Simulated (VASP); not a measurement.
# Ge (Fm-3m) in VASP: further runs, part 2 of 2

VASP 6.6.1. The steps go on from the part before.

## 4. Single point, r2SCAN (volume scaled by 1.12)

POSCAR reads:

```
Ge
1.0
    0.0000000000      2.1977095775      2.1977095775
    2.1977095775      0.0000000000      2.1977095775
    2.1977095775      2.1977095775      0.0000000000
Ge
1
Direct
    0.0000000000      0.0000000000      0.0000000000
```

INCAR.step1 reads:

```
SYSTEM = Ge
PREC = Accurate
ENCUT = 520
ISMEAR = -1
SIGMA = 0.1
LREAL = .False.
LASPH = .True.
NELM = 60
NBANDS = 13
GGA = PE
ALGO = Normal
EDIFF = 1E-4
LWAVE = .True.
LCHARG = .False.
```

INCAR.step2 reads:

```
SYSTEM = Ge
PREC = Accurate
ENCUT = 520
EDIFF = 1E-6
ISMEAR = -1
SIGMA = 0.1
LREAL = .False.
LASPH = .True.
NELM = 60
ALGO = Normal
ISIF = 2
LWAVE = .False.
LCHARG = .False.
METAGGA = R2SCAN
LMIXTAU = .True.
NBANDS = 13
ISTART = 1
```

KPOINTS reads:

```
Automatic mesh
0
Gamma
  14 14 14
  0 0 0
```

Potentials or basis: VASP PAW PBE potentials, release 64 (Ge_d).

Run with:

```console
$ cat potpaw_PBE.64/Ge_d/POTCAR > POTCAR
$ cp INCAR.step1 INCAR
$ mpirun -np 1 vasp_std > vasp.out
$ cp INCAR.step2 INCAR
$ mpirun -np 1 vasp_std > vasp.out
```

OUTCAR:

```text
SYSTEM = Ge
   PREC = Accurate
   ENCUT = 520
   EDIFF = 1E-6
   ISMEAR = -1
   LREAL = .False.
   LASPH = .True.
   NELM = 60
   ISIF = 2
   METAGGA = R2SCAN
   ISTART = 1

 ion  position               nearest neighbor table
   1  0.000  0.000  0.000-

  LATTYP: Found a face centered cubic cell.
 ALAT       =     4.3954191550

  Lattice vectors:

 A1 = (   0.0000000000,   2.1977095775,   2.1977095775)
 A2 = (   2.1977095775,   0.0000000000,   2.1977095775)
 A3 = (   2.1977095775,   2.1977095775,   0.0000000000)

Analysis of symmetry for initial positions (statically):
=====================================================================
 Subroutine PRICEL returns:
 Original cell was already a primitive cell.

 Routine SETGRP: Setting up the symmetry group for a
 face centered cubic supercell.

 Subroutine GETGRP returns: Found 48 space group operations
 (whereof 48 operations were pure point group operations)
 out of a pool of 48 trial point group operations.

The static configuration has the point symmetry O_h .

Analysis of symmetry for dynamics (positions and initial velocities):
[... 165 lines left out ...]
      1     -19.9694      2.00000
      2     -19.9694      2.00000
      3     -19.9694      2.00000
      4     -19.9330      2.00000
      5     -19.9330      2.00000
      6      -7.4149      2.00000
      7      13.8202      0.00000
      8      13.8204      0.00000
      9      13.8204      0.00000
     10      19.4695      0.00000
     11      19.4695      0.00000
     12      19.4696      0.00000
     13      20.9905      0.00000
[... 354 lines left out ...]
  band No.  band energies     occupation
      1     -19.9790      2.00000
      2     -19.9533      2.00000
      3     -19.9462      2.00000
      4     -19.9339      2.00000
      5     -19.9141      2.00000
      6      -5.6286      2.00000
      7       7.2922      0.00000
      8      10.8170      0.00000
      9      11.2283      0.00000
     10      16.1539      0.00000
     11      18.2266      0.00000
     12      22.4256      0.00000
     13      22.9103      0.00000

 [... further k-points ...]

------------------------ aborting loop because EDIFF is reached ----------------------------------------

  FORCE on cell =-STRESS in cart. coord.  units (eV):
  Direction    XX          YY          ZZ          XY          YZ          ZX
  --------------------------------------------------------------------------------------
  -------------------------------------------------------------------------------------
  Total       -0.7782373     -0.7782373     -0.7782373     -0.0000000     -0.0000000      0.0000000
  in kB      -58.7329385    -58.7329385    -58.7329385     -0.0000000     -0.0000000      0.0000000
  external PRESSURE =     -58.7329385 kB  Pullay stress =       0.0000000 kB

 VOLUME and BASIS-vectors are now :
 -----------------------------------------------------------------------------
  energy-cutoff  :      520.00
  volume of cell :       21.23
      direct lattice vectors                 reciprocal lattice vectors
     0.000000000  2.197709577  2.197709577    -0.227509588  0.227509588  0.227509588
     2.197709577  0.000000000  2.197709577     0.227509588 -0.227509588  0.227509588
     2.197709577  2.197709577  0.000000000     0.227509588  0.227509588 -0.227509588

 POSITION                                       TOTAL-FORCE (eV/Angst)
 -----------------------------------------------------------------------------------
      0.00000      0.00000      0.00000         0.000000      0.000000      0.000000
 -----------------------------------------------------------------------------------
    total drift:                                0.000000      0.000000      0.000000

  FREE ENERGIE OF THE ION-ELECTRON SYSTEM (eV)
  ---------------------------------------------------
  free  energy   TOTEN  =       -13.2546303954 eV

  energy  without entropy=      -13.2377075924  energy(sigma->0) =      -13.24616899
```

Wall time 47 s (1 thread of Intel Xeon Platinum 8259CL at 2.50GHz (Skylake/Cascade Lake), shared host); peak memory 0.16 GiB.

What came out:

| Quantity | Value |
| --- | --- |
| Free energy | -13.2546 eV |
| Pressure | -5.9 GPa |
| Band gap on the k mesh | zero (band 7 reaches 13.82 eV, above the bottom of band 8 at 3.40 eV) |

Caveat: the cell differs from its parent crystal (volume scaled by 1.12); the PAW data sets were made with another functional, which shifts forces and pressure a little.

## 5. Single point, r2SCAN

This run uses another cell than the first one, of 18.95 Å³/atom, 0.962 times its volume.

POSCAR reads:

```
Ge
1.0
    0.0000000000      2.1162369513      2.1162369513
    2.1162369513      0.0000000000      2.1162369513
    2.1162369513      2.1162369513      0.0000000000
Ge
1
Direct
    0.0000000000      0.0000000000      0.0000000000
```

INCAR.step1 reads:

```
ALGO = Normal
EDIFF = 1E-4
ENCUT = 520
GGA = PE
ISMEAR = -1
LASPH = T
LCHARG = F
LREAL = F
LWAVE = T
NBANDS = 13
NELM = 60
PREC = Accurate
SIGMA = 0.1
```

INCAR.step2 reads:

```
ALGO = Normal
EDIFF = 1E-7
ENCUT = 520
ISIF = 2
ISMEAR = -1
ISTART = 1
LASPH = T
LCHARG = F
LMIXTAU = T
LREAL = F
LWAVE = F
METAGGA = R2SCAN
NBANDS = 13
NELM = 60
PREC = Accurate
SIGMA = 0.1
```

KPOINTS reads:

```
k-points
0
Gamma
  21 21 21
```

Run with:

```console
$ cat potpaw_PBE.64/Ge_d/POTCAR > POTCAR
$ cp INCAR.step1 INCAR
$ mpirun -np 1 vasp_std > vasp.out
$ cp INCAR.step2 INCAR
$ mpirun -np 1 vasp_std > vasp.out
```

It took 2.5 min on 1 thread of Intel Xeon Platinum 8259CL at 2.50GHz (Skylake/Cascade Lake), shared host; peak memory 0.19 GiB.

The run converged. Its results:

```yaml
Free_energy: -13.3011 eV
Pressure: 0.1 GPa
Band_gap_on_the_k_mesh: zero (band 7 reaches 16.11 eV, above the bottom of band 8 at 4.23 eV)
```

Levels at points of the mesh, in eV from the Fermi level:
```
           k point  band 4  band 5  band 6  band 7  band 8  band 9  band 10  band 11
(0.00, 0.00, 0.00)  -25.52  -25.52  -13.93    9.37    9.37    9.37    14.63    14.63
```

Caveat: the PAW data sets were made with another functional, which shifts forces and pressure a little.

## 6. Relaxation of cell and atoms, r2SCAN

This run uses another cell than the first one, of 19.24 Å³/atom, 0.976 times its volume.

POSCAR reads:

```
Ge
1.0
    0.0000000000      2.1267354152      2.1267354152
    2.1267354152      0.0000000000      2.1267354152
    2.1267354152      2.1267354152      0.0000000000
Ge
1
Direct
    0.0000000000      0.0000000000      0.0000000000
```

INCAR.step1 reads:

```
PREC = Accurate ; ENCUT = 600
ISMEAR = -1 ; SIGMA = 0.1
LREAL = False ; LASPH = True
NELM = 60 ; GGA = PE
ALGO = Normal ; EDIFF = 1E-4
LWAVE = True ; LCHARG = False
```

INCAR.step2 reads:

```
PREC = Accurate ; ENCUT = 600
EDIFF = 1E-6 ; ISMEAR = -1
SIGMA = 0.1 ; LREAL = False
LASPH = True ; NELM = 60
ALGO = Normal ; ISIF = 3
LWAVE = False ; LCHARG = False
METAGGA = R2SCAN ; LMIXTAU = True
IBRION = 2 ; NSW = 80
EDIFFG = -0.01 ; ISTART = 1
```

KPOINTS reads:

```
Automatic mesh
0
Gamma
  13 13 13
```

Potentials or basis: VASP PAW PBE potentials, release 64 (Ge_d).

Run with:

```console
$ cat potpaw_PBE.64/Ge_d/POTCAR > POTCAR
$ cp INCAR.step1 INCAR
$ mpirun -np 1 vasp_std > vasp.out
$ cp INCAR.step2 INCAR
$ mpirun -np 1 vasp_std > vasp.out
```

It took 72 s on 1 thread of Intel Xeon Platinum 8259CL at 2.50GHz (Skylake/Cascade Lake), shared host; peak memory 0.16 GiB.

Results (log left out):

```yaml
Free_energy: -13.2999 eV
Relaxed_volume: 18.90 Å³/atom
Relaxed_cell: a = 2.990 Å, b = 2.990 Å, c = 2.990 Å, α = 60.00°, β = 60.00°, γ = 60.00°
Space_group_after_relaxing_to_0.05_Å: Fm-3m (No. 225)
Energy_gained_by_relaxing: 1.1 meV/atom
Ionic_steps: 2
Pressure_after_relaxing: 0.0 GPa
Band_gap_on_the_k_mesh: zero (band 7 reaches 16.17 eV, above the bottom of band 8 at 4.26 eV)
```

The path:
```
step  energy change (eV)  largest force (eV/Å)  pressure (GPa)  volume (Å³)
   1              0.0000                0.0000           -1.02        19.24
   2             -0.0011                0.0000            0.04        18.90
```

Final structure:
```
Ge
1.0
     0.00000    2.11420    2.11420
     2.11420    0.00000    2.11420
     2.11420    2.11420    0.00000
Ge
1
Direct
  0.00000 0.00000 0.00000
```

Levels at points of the mesh, in eV from the Fermi level:
| k point | band 4 | band 5 | band 6 | band 7 | band 8 | band 9 | band 10 | band 11 |
| --- | --- | --- | --- | --- | --- | --- | --- | --- |
| (0.00, 0.00, 0.00) | -25.55 | -25.55 | -13.98 | 9.37 | 9.37 | 9.37 | 14.63 | 14.63 |

Caveat: the PAW data sets were made with another functional, which shifts forces and pressure a little.

## 7. Summary

| task | cell | k mesh | cutoff (eV) | gap on the mesh (eV) | pressure (GPa) |
| --- | --- | --- | --- | --- | --- |
| single point | a = 3.032 Å, angles 60.0°, 1 atom | 14 × 14 × 14 | 520 | none | -2.2 |
| single point | a = 3.071 Å, angles 60.0°, 1 atom | 14 × 14 × 14 | 520 | none | -4.2 |
| single point | a = 3.108 Å, angles 60.0°, 1 atom | 14 × 14 × 14 | 520 | none | -5.9 |
| single point | a = 2.993 Å, angles 60.0°, 1 atom | 21 × 21 × 21 | 520 | none | 0.1 |
| relaxation of cell and atoms | relaxed from a = 3.008 Å, angles 60.0°, 1 atom | 13 × 13 × 13 | 600 | none | 0.0 |

Alike in all rows: level r2SCAN; potentials or basis VASP PAW PBE potentials, release 64 (Ge_d); no spin polarisation; smearing fermi-dirac 0.1 eV.

Caveats: the PAW data sets were made with another functional, which shifts forces and pressure a little.

Absolute energies hang on the potentials; compare differences alone.
